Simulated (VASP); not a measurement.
# InGa2N3 (C2) in VASP: single point with PBEsol

Aim: the single point of InGa2N3 with PBEsol.

All numbers are computed with VASP 6.6.1; they aren't measurements. Logs are shortened: lines on timing, memory, paths and dates and some standing lists are left out, and cuts for length are marked.

### Step 1. The cell of the first run

The structure is monoclinic, space group C2 (No. 5). The conventional cell has a = 9.458 Å, b = 5.513 Å, c = 3.189 Å, α = 90.00°, β = 92.48°, γ = 90.00°. Within 2.9 Å of In (site symmetry 2) lie 4 N at 2.18 to 2.19 Å and 2 Ga at 2.83 Å. Ga (site symmetry 1) has 4 N at 1.93 to 2.06 Å within 2.6 Å. Within 2.6 Å of N (site symmetry 1) lie 3 Ga at 1.94 to 2.06 Å and 1 In at 2.18 Å. Within 2.6 Å of N (site symmetry 2) lie 2 Ga at 1.93 Å and 2 In at 2.19 Å.

### Step 2. Single point, PBEsol

Input file INCAR:

```
PREC = Accurate ; ENCUT = 520
EDIFF = 1E-6 ; ISMEAR = -1
SIGMA = 0.05 ; LREAL = F
LASPH = T ; NELM = 60
ALGO = Normal ; ISIF = 2
LWAVE = F ; LCHARG = F
GGA = PS ; NBANDS = 36
```

Input file KPOINTS:

```
regular mesh
0
Gamma
  4 4 6
```

Input file POSCAR:

```
InGa2N3
1.0
    2.7577988034     -4.7271637353      0.1079432028
    2.7549689441      4.7288207922     -0.1077552752
   -0.0000882770     -0.0653789175      3.1885337286
In Ga N
1 2 3
Direct
   -0.0264554596     -0.0322436040     -0.0080478480
    0.4506797643     -0.1628443730      0.6574262782
   -0.1570575839      0.4448910132      0.3264798091
    0.7883386638      0.2201434949     -0.1845689278
    0.2259311718      0.7825500952      0.1684753461
    0.7021990734      0.6964113530      0.4919520377
```

Potentials or basis: VASP PAW PBE potentials, release 64 (In_d, Ga_d, N).

Run with:

```sh
cat potpaw_PBE.64/In_d/POTCAR potpaw_PBE.64/Ga_d/POTCAR potpaw_PBE.64/N/POTCAR > POTCAR
mpirun -np 1 vasp_std > vasp.out
```

OUTCAR:

```text
PREC = Accurate
   ENCUT = 520
   EDIFF = 1E-6
   ISMEAR = -1
   LREAL = F
   LASPH = T
   NELM = 60
   ISIF = 2
   GGA = PS

 ion  position               nearest neighbor table
   1  0.974  0.968  0.992-   4 2.18   5 2.18   6 2.19   6 2.19   2 2.83   3 2.83   2 3.17   3 3.17
                             3 3.29   2 3.29
   2  0.451  0.837  0.657-   6 1.93   5 1.94   5 1.95   4 2.06   1 2.83   1 3.17   1 3.29
   3  0.843  0.445  0.326-   6 1.93   4 1.94   4 1.95   5 2.06   1 2.83   1 3.17   1 3.29
   4  0.788  0.220  0.815-   3 1.94   3 1.95   2 2.06   1 2.18
   5  0.226  0.783  0.168-   2 1.94   2 1.95   3 2.06   1 2.18
   6  0.702  0.696  0.492-   2 1.93   3 1.93   1 2.19   1 2.19

  LATTYP: Found a base centered monoclinic cell.
 ALAT       =     9.4584447572
 B/A-ratio  =     0.5828408519
 C/A-ratio  =     0.3371805850
 COS(beta)  =    -0.0432947981

  Lattice vectors:

 A1 = (   2.7549689441,   4.7288207922,  -0.1077552752)
 A2 = (  -2.7577988034,   4.7271637353,  -0.1079432028)
 A3 = (  -0.0000882770,  -0.0653789175,   3.1885337286)

Analysis of symmetry for initial positions (statically):
=====================================================================
 Subroutine PRICEL returns:
 Original cell was already a primitive cell.

 Routine SETGRP: Setting up the symmetry group for a
 base centered monoclinic supercell.

 Subroutine GETGRP returns: Found  2 space group operations
 (whereof  1 operations were pure point group operations)
 out of a pool of  4 trial point group operations.

The static configuration has the point symmetry C_1 .
 The point group associated with its full space group is C_2 .

Analysis of symmetry for dynamics (positions and initial velocities):
=====================================================================
 Subroutine PRICEL returns:
 Original cell was already a primitive cell.

 Routine SETGRP: Setting up the symmetry group for a
 base centered monoclinic supercell.

 Subroutine GETGRP returns: Found  2 space group operations
 (whereof  1 operations were pure point group operations)
 out of a pool of  4 trial point group operations.

The dynamic configuration has the point symmetry C_1 .
 The point group associated with its full space group is C_2 .

 Subroutine INISYM returns: Found  2 space group operations
 (whereof  1 operations are pure point group operations),
 and found     1 'primitive' translations

----------------------------------------------------------------------------------------

                                     Primitive cell

  volume of cell :      83.0681

  direct lattice vectors                    reciprocal lattice vectors
     2.757798803 -4.727163735  0.107943203     0.181428945 -0.105748185 -0.002163278
     2.754968944  4.728820792 -0.107755275     0.181365192  0.105857037  0.002175554
    -0.000088277 -0.065378917  3.188533729    -0.000012848  0.007157350  0.313770536

  length of vectors
     5.473863622  5.473866199  3.189203937     0.210009096  0.210008995  0.313852159

  position of ions in fractional coordinates (direct lattice)
     0.973544540  0.967756396  0.991952152
     0.450679764  0.837155627  0.657426278
     0.842942416  0.444891013  0.326479809
     0.788338664  0.220143495  0.815431072
     0.225931172  0.782550095  0.168475346
     0.702199073  0.696411353  0.491952038

  ion indices of the primitive-cell ions
   primitive index   ion index
                 1           1
                 2           2
                 3           3
                 4           4
                 5           5
                 6           6

----------------------------------------------------------------------------------------

 KPOINTS: regular mesh

Automatic generation of k-mesh.
 Grid dimensions read from file:
 generate k-points for:    4    4    6

 Generating k-lattice:

  Cartesian coordinates                     Fractional coordinates (reciprocal lattice)
     0.045357236 -0.026437046 -0.000540820     0.250000000  0.000000000 -0.000000000
     0.045341298  0.026464259  0.000543889    -0.000000000  0.250000000  0.000000000
    -0.000002141  0.001192892  0.052295089     0.000000000  0.000000000  0.166666667

  Length of vectors
     0.052502274  0.052502249  0.052308693

  Shift w.r.t. Gamma in fractional coordinates (k-lattice)
     0.000000000  0.000000000  0.000000000

 Subroutine IBZKPT returns following result:
 ===========================================

 Found     34 irreducible k-points:

 Following reciprocal coordinates:
            Coordinates               Weight
  0.000000  0.000000  0.000000      1.000000
  0.250000  0.000000 -0.000000      4.000000
  0.500000  0.000000 -0.000000      2.000000
  0.250000  0.250000  0.000000      2.000000
  0.500000  0.250000 -0.000000      4.000000
 -0.250000  0.250000  0.000000      2.000000
[... 16 lines left out ...]
  0.500000  0.250000  0.333333      4.000000
 -0.250000  0.250000  0.333333      2.000000
 [... further k-points ...]
   k-points           NKPTS =     34   k-points in BZ     NKDIM =     34   number of bands    NBANDS=     36
   number of dos      NEDOS =    301   number of ions     NIONS =      6
   total plane-waves  NPLWV =  42336
   dimension x,y,z NGX =    42 NGY =   42 NGZ =   24
   dimension x,y,z NGXF=    84 NGYF=   84 NGZF=   48
   ions per type =               1   2   3
   NGX,Y,Z   is equivalent  to a cutoff of  12.76, 12.76, 12.51 a.u.
   NGXF,Y,Z  is equivalent  to a cutoff of  25.51, 25.51, 25.02 a.u.
 SYSTEM =  unknown system
   PREC   = accura    normal or accurate (medium, high low for compatibility)
   ISTART =      0    job   : 0-new  1-cont  2-samecut
   ICHARG =      2    charge: 1-file 2-atom 10-const
   ISPIN  =      1    spin polarized calculation?
   LNONCOLLINEAR =      F non collinear calculations
   LSORBIT =      F    spin-orbit coupling
   LASPH  =      T    aspherical Exc in radial PAW
   ENCUT  =  520.0 eV  38.22 Ry    6.18 a.u.  10.18 10.18  5.93*2*pi/ulx,y,z
   NELM   =     60;   NELMIN=  2; NELMDL= -5     # of ELM steps
   EDIFF  = 0.1E-05   stopping-criterion for ELM
   LREAL  =      F    real-space projection
   EDIFFG = 0.1E-04   stopping-criterion for IOM
   NSW    =      0    number of steps for IOM
   IBRION =     -1    ionic relax: 0-MD 1-quasi-New 2-CG
   NFREE  =      0    steps in history (QN), initial steepest desc. (CG)
   ISIF   =      2    stress and relaxation
   ISYM   =      2    0-nonsym 1-usesym 2-fastsym
   POTIM  = 0.5000    time-step for ionic-motion
   TEBEG  =    0.0;   TEEND  =   0.0 temperature during run
   PSTRESS=    0.0 pullay stress
   NELECT =      54.0000    total number of electrons
   NUPDOWN=      -1.0000    fix difference up-down
   EMIN   =  10.00;   EMAX   =-10.00  energy-range for DOS
   EFERMI =   0.00;   METHOD = LEGACY
   ISMEAR =    -1;   SIGMA  =   0.05  broadening in eV -4-tet -1-fermi 0-gaus
   EFERMI_NEDOS =   21; number of points for ismear=-14 and -15
   IALGO  =     38    algorithm
   IMIX   =      4    mixing-type and parameters
     AMIX     =   0.40;   BMIX     =  1.00
     AMIX_MAG =   1.60;   BMIX_MAG =  1.00
  volume/ion in A,a.u.               =      13.84        93.43
  Fermi-wavevector in a.u.,A,eV,Ry     =   1.418169  2.679951 27.364081  2.011203
  Thomas-Fermi vector in A             =   2.539323
   LORBIT       =      0    0 simple, 1 ext, 2 COOP (PROOUT), +10 PAW based schemes
   GGA     = PS    functional components
   LHFCALC =     F    Hartree Fock is set to
   AEXX    =    0.0000 exact exchange contribution
   IVDW    =     0    specifies the selected vdW correction
   LEPSILON=     F    determine dielectric tensor
   LRPA    =     F    only Hartree local field effects (RPA)
 non-spin polarized calculation
  energy-cutoff  :      520.00
  volume of cell :       83.07
 maximum number of plane-waves:      2254
 NGX is ok and might be reduce to    42
   NGX = 21   NGY = 21   NGZ = 11

 number of electron      53.9999995 magnetization

 Free energy of the ion-electron system (eV)
  ---------------------------------------------------
  ext. energy  EPLUGINS =         0.00000000
  ---------------------------------------------------
  free energy    TOTEN  =       -35.50721058 eV

  energy without entropy =      -35.50631732  energy(sigma->0) =      -35.50676395

 E-fermi :   5.1990     XC(G=0): -10.9579

 val. band max:        4.9807955094   @ k =   0.0000   0.0000   0.0000
 cond. band min:       5.3145385564   @ k =   0.0000   0.0000   0.0000
 fundamental gap:      0.3337430470
 Fermi energy:         5.1990215492

 k-point     1 :       0.0000    0.0000    0.0000
  band No.  band energies     occupation
      1     -10.9146      2.00000
      2      -9.9356      2.00000
      3      -9.7989      2.00000
      4      -8.7882      2.00000
      5      -8.7708      2.00000
      6      -8.7091      2.00000
[... 28 lines left out ...]
     35      14.6949      0.00000
     36      15.7564      0.00000

 k-point     2 :       0.2500    0.0000   -0.0000
  band No.  band energies     occupation
      1     -10.7531      2.00000
      2     -10.0219      2.00000
      3      -9.7951      2.00000
      4      -8.7973      2.00000
      5      -8.7559      2.00000
      6      -8.7201      2.00000
[... 28 lines left out ...]
     35      14.1859      0.00000
     36      14.8480      0.00000

 k-point     3 :       0.5000    0.0000   -0.0000
  band No.  band energies     occupation
      1     -10.4944      2.00000
      2     -10.1951      2.00000
      3      -9.7965      2.00000
      4      -8.7987      2.00000
      5      -8.7554      2.00000
      6      -8.7303      2.00000
[... 28 lines left out ...]
     35      13.9256      0.00000
     36      15.1032      0.00000
[... 742 lines left out ...]
 k-point    23 :       0.5000    0.2500    0.3333
  band No.  band energies     occupation
      1     -10.3464      2.00000
      2     -10.0689      2.00000
      3      -9.8189      2.00000
      4      -8.7944      2.00000
      5      -8.6926      2.00000
      6      -8.6425      2.00000
[... 28 lines left out ...]
     35      14.3512      0.00000
     36      14.8882      0.00000

 k-point    24 :      -0.2500    0.2500    0.3333
  band No.  band energies     occupation
      1     -10.4042      2.00000
      2     -10.0810      2.00000
      3      -9.7908      2.00000
      4      -8.7704      2.00000
      5      -8.7102      2.00000
      6      -8.6195      2.00000
[... 28 lines left out ...]
     35      14.0409      0.00000
     36      14.9273      0.00000

 [... further k-points ...]

------------------------ aborting loop because EDIFF is reached ----------------------------------------

  FORCE on cell =-STRESS in cart. coord.  units (eV):
  Direction    XX          YY          ZZ          XY          YZ          ZX
  --------------------------------------------------------------------------------------
  -------------------------------------------------------------------------------------
  Total        0.0281171     -0.0322671      0.0050208      0.0000188     -0.0204605      0.0000069
  in kB        0.5423085     -0.6223514      0.0968390      0.0003631     -0.3946325      0.0001336
  external PRESSURE =       0.0055987 kB  Pullay stress =       0.0000000 kB

 VOLUME and BASIS-vectors are now :
 -----------------------------------------------------------------------------
  energy-cutoff  :      520.00
  volume of cell :       83.07
      direct lattice vectors                 reciprocal lattice vectors
     2.757798803 -4.727163735  0.107943203     0.181428945 -0.105748185 -0.002163278
     2.754968944  4.728820792 -0.107755275     0.181365192  0.105857037  0.002175554
    -0.000088277 -0.065378917  3.188533729    -0.000012848  0.007157350  0.313770536

 POSITION                                       TOTAL-FORCE (eV/Angst)
 -----------------------------------------------------------------------------------
      5.35089     -0.09061      3.16368         0.020022      0.000006      0.000001
      3.54916      1.78534      2.05467        -0.008474     -0.019567     -0.003169
      3.55030     -1.90226      1.08404        -0.008486      0.019562      0.003169
      2.78050     -2.73890      2.66140         0.017684      0.022698     -0.001545
      2.77896      2.62151      0.47725         0.017697     -0.022688      0.001546
      3.85507     -0.05837      1.56936        -0.038444     -0.000012     -0.000001
 -----------------------------------------------------------------------------------
    total drift:                               -0.001795     -0.001989     -0.003581

  FREE ENERGIE OF THE ION-ELECTRON SYSTEM (eV)
  ---------------------------------------------------
  free  energy   TOTEN  =       -35.5072105827 eV

  energy  without entropy=      -35.5063173172  energy(sigma->0) =      -35.50676395
```

Wall time 72 s (1 thread of AMD EPYC 9R45 (Zen 5), shared host); peak memory 0.22 GiB.

Results:

```
Free energy            : -35.5072 eV
Pressure               : 0.0 GPa
Largest force          : 0.038 eV/Å
Band gap on the k mesh : 0.33 eV
```

Forces in eV/Å, atoms in the order of the input:
```
In   0.020  0.000  0.000
Ga  -0.008 -0.020 -0.003
Ga  -0.008  0.020  0.003
N    0.018  0.023 -0.002
N    0.018 -0.023  0.002
N   -0.038  0.000  0.000
```

Caveat: the PAW data sets were made with another functional, which shifts forces and pressure a little; spin-orbit coupling is left out, which moves the levels of the heavy elements.
